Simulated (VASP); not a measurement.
# In3Se (P4/mmm) in VASP: further runs

Runs on In3Se. Level: PBE. Tasks: single point.

Program: VASP 6.6.1. These are calculated values, not measurements. Logs are shortened: lines on timing, memory, paths and dates and some standing lists are left out, and cuts for length are marked.

## Step 1: The cell of the first run

The structure is tetragonal, space group P4/mmm (No. 123). The conventional cell has a = 4.790 Å, b = 4.790 Å, c = 4.647 Å, α = 90.00°, β = 90.00°, γ = 90.00°. Within 4.4 Å of In (site symmetry mmm) lie 8 In at 3.34 to 3.39 Å and 4 Se at 3.34 Å. Within 4.4 Å of In (site symmetry 4/mmm) lie 8 In at 3.34 Å and 4 Se at 3.39 Å. Se (site symmetry 4/mmm) has 12 In at 3.34 to 3.39 Å within 4.4 Å.

## Step 2: Single point, PBE (strain +0.000 along x and y, -0.030 along z)

Input file INCAR:

```
PREC = Accurate ; ENCUT = 520
EDIFF = 1E-7 ; ISMEAR = 0
SIGMA = 0.15 ; LREAL = False
LASPH = True ; NELM = 80
ALGO = Normal ; ISIF = 2
LWAVE = False ; LCHARG = True
GGA = PE ; LELF = True
LVHAR = True ; NBANDS = 30
```

Input file KPOINTS:

```
Automatic mesh
0
Gamma
  10 10 10
```

Input file POSCAR:

```
In3Se
1.0
    4.7904425522      0.0000000000      0.0000000000
    0.0000000000      4.7904425522      0.0000000000
    0.0000000000      0.0000000000      4.6467292756
In Se
3 1
Direct
    0.0000000000      0.5000000000      0.5000000000
    0.5000000000      0.0000000000      0.5000000000
    0.5000000000      0.5000000000      0.0000000000
    0.0000000000      0.0000000000      0.0000000000
```

Potentials or basis: VASP PAW PBE potentials, release 64 (In_d, Se).

Command:

```bash
> cat potpaw_PBE.64/In_d/POTCAR potpaw_PBE.64/Se/POTCAR > POTCAR
> mpirun -np 1 vasp_std > vasp.out
```

OUTCAR:

```text
PREC = Accurate
   ENCUT = 520
   EDIFF = 1E-7
   ISMEAR = 0
   LREAL = False
   LASPH = True
   NELM = 80
   ISIF = 2
   GGA = PE

 ion  position               nearest neighbor table
   1  0.000  0.500  0.500-   3 3.34   4 3.34   3 3.34   4 3.34   4 3.34   4 3.34   3 3.34   3 3.34
                             2 3.39   2 3.39   2 3.39   2 3.39
   2  0.500  0.000  0.500-   3 3.34   4 3.34   3 3.34   4 3.34   3 3.34   3 3.34   4 3.34   4 3.34
                             1 3.39   1 3.39   1 3.39   1 3.39
   3  0.500  0.500  0.000-   1 3.34   2 3.34   1 3.34   2 3.34   2 3.34   2 3.34   1 3.34   1 3.34
                             4 3.39   4 3.39   4 3.39   4 3.39
   4  0.000  0.000  0.000-   1 3.34   2 3.34   1 3.34   2 3.34   1 3.34   1 3.34   2 3.34   2 3.34
                             3 3.39   3 3.39   3 3.39   3 3.39

  LATTYP: Found a simple tetragonal cell.
 ALAT       =     4.7904425522
 C/A-ratio  =     0.9700000000

  Lattice vectors:

 A1 = (   4.7904425522,   0.0000000000,   0.0000000000)
 A2 = (   0.0000000000,   4.7904425522,   0.0000000000)
 A3 = (   0.0000000000,   0.0000000000,   4.6467292756)

Analysis of symmetry for initial positions (statically):
=====================================================================
 Subroutine PRICEL returns:
 Original cell was already a primitive cell.

 Routine SETGRP: Setting up the symmetry group for a
 simple tetragonal supercell.

 Subroutine GETGRP returns: Found 16 space group operations
 (whereof 16 operations were pure point group operations)
 out of a pool of 16 trial point group operations.

The static configuration has the point symmetry D_4h.

Analysis of symmetry for dynamics (positions and initial velocities):
=====================================================================
 Subroutine PRICEL returns:
 Original cell was already a primitive cell.

 Routine SETGRP: Setting up the symmetry group for a
 simple tetragonal supercell.

 Subroutine GETGRP returns: Found 16 space group operations
 (whereof 16 operations were pure point group operations)
 out of a pool of 16 trial point group operations.

The dynamic configuration has the point symmetry D_4h.

 Subroutine INISYM returns: Found 16 space group operations
 (whereof 16 operations are pure point group operations),
 and found     1 'primitive' translations

----------------------------------------------------------------------------------------

                                     Primitive cell

  volume of cell :     106.6347

  direct lattice vectors                    reciprocal lattice vectors
     4.790442552  0.000000000  0.000000000     0.208748981  0.000000000  0.000000000
     0.000000000  4.790442552  0.000000000     0.000000000  0.208748981  0.000000000
     0.000000000  0.000000000  4.646729276     0.000000000  0.000000000  0.215205135

  length of vectors
     4.790442552  4.790442552  4.646729276     0.208748981  0.208748981  0.215205135

  position of ions in fractional coordinates (direct lattice)
     0.000000000  0.500000000  0.500000000
     0.500000000  0.000000000  0.500000000
     0.500000000  0.500000000  0.000000000
     0.000000000  0.000000000  0.000000000

  ion indices of the primitive-cell ions
   primitive index   ion index
                 1           1
                 2           2
                 3           3
                 4           4

----------------------------------------------------------------------------------------

 KPOINTS: Automatic mesh

Automatic generation of k-mesh.
 Grid dimensions read from file:
 generate k-points for:   10   10   10

 Generating k-lattice:

  Cartesian coordinates                     Fractional coordinates (reciprocal lattice)
     0.020874898  0.000000000  0.000000000     0.100000000  0.000000000  0.000000000
     0.000000000  0.020874898  0.000000000     0.000000000  0.100000000  0.000000000
     0.000000000  0.000000000  0.021520513     0.000000000  0.000000000  0.100000000

  Length of vectors
     0.020874898  0.020874898  0.021520513

  Shift w.r.t. Gamma in fractional coordinates (k-lattice)
     0.000000000  0.000000000  0.000000000

 Subroutine IBZKPT returns following result:
 ===========================================

 Found    126 irreducible k-points:

 Following reciprocal coordinates:
            Coordinates               Weight
  0.000000  0.000000  0.000000      1.000000
  0.100000  0.000000  0.000000      4.000000
  0.200000  0.000000  0.000000      4.000000
  0.300000  0.000000  0.000000      4.000000
  0.400000  0.000000  0.000000      4.000000
  0.500000  0.000000  0.000000      2.000000
[... 16 lines left out ...]
  0.100000  0.000000  0.100000      8.000000
  0.200000  0.000000  0.100000      8.000000
 [... further k-points ...]
   k-points           NKPTS =    126   k-points in BZ     NKDIM =    126   number of bands    NBANDS=     30
   number of dos      NEDOS =    301   number of ions     NIONS =      4
   total plane-waves  NPLWV =  46656
   dimension x,y,z NGX =    36 NGY =   36 NGZ =   36
   dimension x,y,z NGXF=    72 NGYF=   72 NGZF=   72
   ions per type =               3   1
   NGX,Y,Z   is equivalent  to a cutoff of  12.49, 12.49, 12.88 a.u.
   NGXF,Y,Z  is equivalent  to a cutoff of  24.99, 24.99, 25.76 a.u.
 SYSTEM =  unknown system
   PREC   = accura    normal or accurate (medium, high low for compatibility)
   ISTART =      0    job   : 0-new  1-cont  2-samecut
   ICHARG =      2    charge: 1-file 2-atom 10-const
   ISPIN  =      1    spin polarized calculation?
   LNONCOLLINEAR =      F non collinear calculations
   LSORBIT =      F    spin-orbit coupling
   LASPH  =      T    aspherical Exc in radial PAW
   ENCUT  =  520.0 eV  38.22 Ry    6.18 a.u.   8.91  8.91  8.64*2*pi/ulx,y,z
   NELM   =     80;   NELMIN=  2; NELMDL= -5     # of ELM steps
   EDIFF  = 0.1E-06   stopping-criterion for ELM
   LREAL  =      F    real-space projection
   EDIFFG = 0.1E-05   stopping-criterion for IOM
   NSW    =      0    number of steps for IOM
   IBRION =     -1    ionic relax: 0-MD 1-quasi-New 2-CG
   NFREE  =      0    steps in history (QN), initial steepest desc. (CG)
   ISIF   =      2    stress and relaxation
   ISYM   =      2    0-nonsym 1-usesym 2-fastsym
   POTIM  = 0.5000    time-step for ionic-motion
   TEBEG  =    0.0;   TEEND  =   0.0 temperature during run
   PSTRESS=    0.0 pullay stress
   NELECT =      45.0000    total number of electrons
   NUPDOWN=      -1.0000    fix difference up-down
   EMIN   =  10.00;   EMAX   =-10.00  energy-range for DOS
   EFERMI =   0.00;   METHOD = LEGACY
   ISMEAR =     0;   SIGMA  =   0.15  broadening in eV -4-tet -1-fermi 0-gaus
   EFERMI_NEDOS =   21; number of points for ismear=-14 and -15
   IALGO  =     38    algorithm
   IMIX   =      4    mixing-type and parameters
     AMIX     =   0.40;   BMIX     =  1.00
     AMIX_MAG =   1.60;   BMIX_MAG =  1.00
  volume/ion in A,a.u.               =      26.66       179.90
  Fermi-wavevector in a.u.,A,eV,Ry     =   1.227947  2.320482 20.515581  1.507853
  Thomas-Fermi vector in A             =   2.362891
   LORBIT       =      0    0 simple, 1 ext, 2 COOP (PROOUT), +10 PAW based schemes
   GGA     = PE    functional components
   LHFCALC =     F    Hartree Fock is set to
   AEXX    =    0.0000 exact exchange contribution
   IVDW    =     0    specifies the selected vdW correction
   LEPSILON=     F    determine dielectric tensor
   LRPA    =     F    only Hartree local field effects (RPA)
 non-spin polarized calculation
 Gauss-broadening in eV      SIGMA  =   0.15
  energy-cutoff  :      520.00
  volume of cell :      106.63
 maximum number of plane-waves:      2912
 NGX is ok and might be reduce to    36
   NGX = 17   NGY = 17   NGZ = 17

 number of electron      45.0000026 magnetization

 Free energy of the ion-electron system (eV)
  ---------------------------------------------------
  ext. energy  EPLUGINS =         0.00000000
  ---------------------------------------------------
  free energy    TOTEN  =       -11.67987331 eV

  energy without entropy =      -11.66218023  energy(sigma->0) =      -11.67102677

 E-fermi :   6.3326     XC(G=0):  -9.9201

 val. band max:        6.3276907481   @ k =   0.4000   0.0000   0.1000
 cond. band min:       6.3656884986   @ k =   0.4000   0.2000   0.2000
 fundamental gap:      0.0379977505
 Fermi energy:         6.3325917602

 k-point     1 :       0.0000    0.0000    0.0000
  band No.  band energies     occupation
      1      -8.4759      2.00000
      2      -8.4721      2.00000
      3      -8.4721      2.00000
      4      -8.4472      2.00000
      5      -8.3467      2.00000
      6      -8.3211      2.00000
[... 22 lines left out ...]
     29      11.7213      0.00000
     30      13.1029      0.00000

 k-point     2 :       0.1000    0.0000    0.0000
  band No.  band energies     occupation
      1      -8.4705      2.00000
      2      -8.4666      2.00000
      3      -8.4619      2.00000
      4      -8.4381      2.00000
      5      -8.3441      2.00000
      6      -8.3160      2.00000
[... 22 lines left out ...]
     29      12.0021      0.00000
     30      13.4599      0.00000

 k-point     3 :       0.2000    0.0000    0.0000
  band No.  band energies     occupation
      1      -8.4663      2.00000
      2      -8.4403      2.00000
      3      -8.4322      2.00000
      4      -8.4118      2.00000
      5      -8.3386      2.00000
      6      -8.3001      2.00000
[... 22 lines left out ...]
     29      12.6544      0.00000
     30      13.5396      0.00000

 k-point     4 :       0.3000    0.0000    0.0000
  band No.  band energies     occupation
      1      -8.4608      2.00000
      2      -8.4021      2.00000
      3      -8.3856      2.00000
      4      -8.3708      2.00000
      5      -8.3322      2.00000
      6      -8.2747      2.00000
[... 616 lines left out ...]
     29      11.9991      0.00000
     30      13.1503      0.00000

 k-point    23 :       0.1000    0.0000    0.1000
  band No.  band energies     occupation
      1      -8.4609      2.00000
      2      -8.4604      2.00000
      3      -8.4493      2.00000
      4      -8.4354      2.00000
      5      -8.3372      2.00000
      6      -8.3144      2.00000
[... 22 lines left out ...]
     29      12.2367      0.00000
     30      13.5190      0.00000

 k-point    24 :       0.2000    0.0000    0.1000
  band No.  band energies     occupation
      1      -8.4572      2.00000
      2      -8.4393      2.00000
      3      -8.4186      2.00000
      4      -8.4087      2.00000
      5      -8.3316      2.00000
      6      -8.2975      2.00000
[... 22 lines left out ...]
     29      12.7055      0.00000
     30      13.1819      0.00000

 [... further k-points ...]
[... 5 lines left out ...]
  --------------------------------------------------------------------------------------
  -------------------------------------------------------------------------------------
  Total        0.6784706      0.6784706      0.7063096      0.0000000      0.0000000      0.0000000
  in kB       10.1939613     10.1939613     10.6122401      0.0000000      0.0000000      0.0000000
  external PRESSURE =      10.3333876 kB  Pullay stress =       0.0000000 kB

 VOLUME and BASIS-vectors are now :
 -----------------------------------------------------------------------------
  energy-cutoff  :      520.00
  volume of cell :      106.63
      direct lattice vectors                 reciprocal lattice vectors
     4.790442552  0.000000000  0.000000000     0.208748981  0.000000000  0.000000000
     0.000000000  4.790442552  0.000000000     0.000000000  0.208748981  0.000000000
     0.000000000  0.000000000  4.646729276     0.000000000  0.000000000  0.215205135

 POSITION                                       TOTAL-FORCE (eV/Angst)
 -----------------------------------------------------------------------------------
      0.00000      2.39522      2.32336         0.000000      0.000000      0.000000
      2.39522      0.00000      2.32336         0.000000      0.000000      0.000000
      2.39522      2.39522      0.00000         0.000000      0.000000      0.000000
      0.00000      0.00000      0.00000         0.000000      0.000000      0.000000
 -----------------------------------------------------------------------------------
    total drift:                                0.000000      0.000000      0.000000

  FREE ENERGIE OF THE ION-ELECTRON SYSTEM (eV)
  ---------------------------------------------------
  free  energy   TOTEN  =       -11.6798733134 eV

  energy  without entropy=      -11.6621802338  energy(sigma->0) =      -11.67102677
```

It took 2 min on 1 thread of Intel Xeon 6975P-C (Granite Rapids), shared host; peak memory 0.44 GiB.

What came out:

- Free energy: -11.6799 eV
- Pressure: 1.0 GPa
- Band gap on the k mesh: zero (an odd number of electrons rules out a gap without spin polarisation)

Caveat: the cell differs from its parent crystal (strain +0.000 along x and y, -0.030 along z); spin-orbit coupling is left out, which moves the levels of the heavy elements.

## Step 3: Single point, PBE (strain +0.000 along x and y, +0.030 along z)

Input file INCAR:

```
PREC     = Accurate       # precision mode
ENCUT    = 520            # plane-wave cutoff, eV
EDIFF    = 1E-6           # SCF threshold, eV
ISMEAR   = 0              # smearing method
SIGMA    = 0.15           # smearing width, eV
LREAL    = False          # projectors in reciprocal space
LASPH    = True           # aspherical terms in the spheres
NELM     = 80             # most SCF steps
ALGO     = Normal         # electronic algorithm
ISIF     = 2              # what is computed and relaxed
LWAVE    = False          # write WAVECAR
LCHARG   = False          # write CHGCAR
GGA      = PE             # functional
NBANDS   = 30             # bands
```

Input file KPOINTS:

```
regular mesh
0
Gamma
  10 10 10
```

POSCAR: that of step 2 with these lines changed.

```diff
@@ -4,3 +4,3 @@
     0.0000000000      4.7904425522      0.0000000000
-    0.0000000000      0.0000000000      4.6467292756
+    0.0000000000      0.0000000000      4.9341558288
 In Se
```

Potentials or basis: VASP PAW PBE potentials, release 64 (In_d, Se).

Command:

```bash
> cat potpaw_PBE.64/In_d/POTCAR potpaw_PBE.64/Se/POTCAR > POTCAR
> mpirun -np 1 vasp_std > vasp.out
```

It took 1.8 min on 1 thread of Intel Xeon 6975P-C (Granite Rapids), shared host; peak memory 0.47 GiB.

It converged, with:

```
Free energy            : -11.6798 eV
Pressure               : -1.0 GPa
Band gap on the k mesh : zero (an odd number of electrons rules out a gap without spin polarisation)
```

Stress tensor (GPa, compression positive):
```
-0.96  0.00  0.00
 0.00 -0.96  0.00
 0.00  0.00 -1.09
```

Levels at points of the mesh, in eV from the Fermi level:
```csv
k point,band 19,band 20,band 21,band 22,band 23,band 24,band 25,band 26
"(0.00, 0.00, 0.00)",-3.07,-3.07,-2.39,-2.08,1.10,1.16,1.16,4.13
"(0.50, 0.00, 0.00)",-2.41,-2.27,-1.83,-0.97,-0.17,0.11,1.42,3.64
"(0.50, 0.50, 0.00)",-5.51,-1.91,-0.92,-0.85,-0.85,1.10,1.70,1.70
"(0.00, 0.00, 0.50)",-2.35,-2.35,-1.62,-0.97,-0.02,-0.02,1.59,3.50
"(0.50, 0.00, 0.50)",-5.62,-1.85,-0.70,-0.67,-0.59,1.49,1.88,1.88
"(0.50, 0.50, 0.50)",-4.29,-4.01,-4.01,-3.98,-3.08,2.73,3.07,3.07
```

Caveat: the cell differs from its parent crystal (strain +0.000 along x and y, +0.030 along z); spin-orbit coupling is left out, which moves the levels of the heavy elements.
